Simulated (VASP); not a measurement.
Write the native input for VASP 6.6.1 that does the following.

| Quantity | Value |
| --- | --- |
| Task | single point |
| Functional | r2SCAN |
| Potentials or basis | VASP PAW PBE potentials, release 64 (Ba_sv, Ti_sv, O) |
| Cutoff | 520 eV |
| k mesh | 6 × 6 × 6 |
| Occupations | gaussian, width 0.01 eV |
| Spin | non-collinear spin, zero start, spin-orbit coupling |
| Starting moments | [[0.0, 0.0, 0.0], [0.0, 0.0, 0.0], [0.0, 0.0, 0.0], [0.0, 0.0, 0.0], [0.0, 0.0, 0.0]] μB |
| Dipole correction | no |
| Further INCAR settings | ALGO = Normal; EDIFF = 1e-06; NBANDS = 55 |

The system is BaTiO3.

```
Ba Ti O
1.0
     4.15386    0.00000    0.00000
     0.00000    4.15386    0.00000
     0.00000    0.00000    3.89326
Ba Ti O
1 1 3
Direct
  0.00000 0.00000 0.00000
  0.50000 0.50000 0.50000
  0.50000 0.50000 0.00000
  0.50000 0.00000 0.50000
  0.00000 0.50000 0.50000
```

This cell differs from its parent crystal: epitaxial xy strain +4.0%.

The input as run:

POSCAR

```
BaTiO3
1.0
    4.1538603812      0.0000000000      0.0000000000
    0.0000000000      4.1538603812      0.0000000000
    0.0000000000      0.0000000000      3.8932554685
Ba Ti O
1 1 3
Direct
    0.0000000000      0.0000000000      0.0000000000
    0.5000000000      0.5000000000      0.5000000000
    0.5000000000      0.5000000000      0.0000000000
    0.5000000000      0.0000000000      0.5000000000
    0.0000000000      0.5000000000      0.5000000000
```

INCAR.step1

```
PREC = Accurate ; ENCUT = 520
ISMEAR = 0 ; SIGMA = 0.01
LREAL = F ; LASPH = T
NELM = 150 ; LNONCOLLINEAR = T
MAGMOM = 0 0 0 0 0 0 0 0 0 0 0 0 0 0 0 ; LSORBIT = T
GGA_COMPAT = F ; LMAXMIX = 4
NBANDS = 55 ; GGA = PE
ALGO = Normal ; EDIFF = 1E-4
LWAVE = T ; LCHARG = F
```

INCAR.step2

```
PREC = Accurate ; ENCUT = 520
EDIFF = 1E-6 ; ISMEAR = 0
SIGMA = 0.01 ; LREAL = F
LASPH = T ; NELM = 150
ALGO = Normal ; ISIF = 2
LWAVE = F ; LCHARG = F
LNONCOLLINEAR = T ; MAGMOM = 0 0 0 0 0 0 0 0 0 0 0 0 0 0 0
LORBIT = 11 ; LSORBIT = T
GGA_COMPAT = F ; LORBMOM = T
LMAXMIX = 4 ; METAGGA = R2SCAN
LMIXTAU = T ; NBANDS = 55
ISTART = 1
```

KPOINTS

```
regular mesh
0
Gamma
  6 6 6
```

Potentials or basis: VASP PAW PBE potentials, release 64 (Ba_sv, Ti_sv, O).

Launch:

```bash
$ cat potpaw_PBE.64/Ba_sv/POTCAR potpaw_PBE.64/Ti_sv/POTCAR potpaw_PBE.64/O/POTCAR > POTCAR
$ cp INCAR.step1 INCAR
$ mpirun -np 1 vasp_ncl > vasp.out
$ cp INCAR.step2 INCAR
$ mpirun -np 1 vasp_ncl > vasp.out
```

It gave:

The pressure is -5.9 GPa, the net moment is 0.00 μB per cell and the valence electrons inside the program's atomic spheres are Ba 7.95; Ti 10.03; O 5.07, 5.03 (each value once).

Caveat: the cell differs from its parent crystal (epitaxial xy strain +4.0%); the stress differs along the axes, from -10 to 2 GPa; the PAW data sets were made with another functional, which shifts forces and pressure a little.

Wall time 26 min on 1 thread of Oxide Virtual Turin-like Processor, with other jobs on the host, peak memory 0.46 GiB.
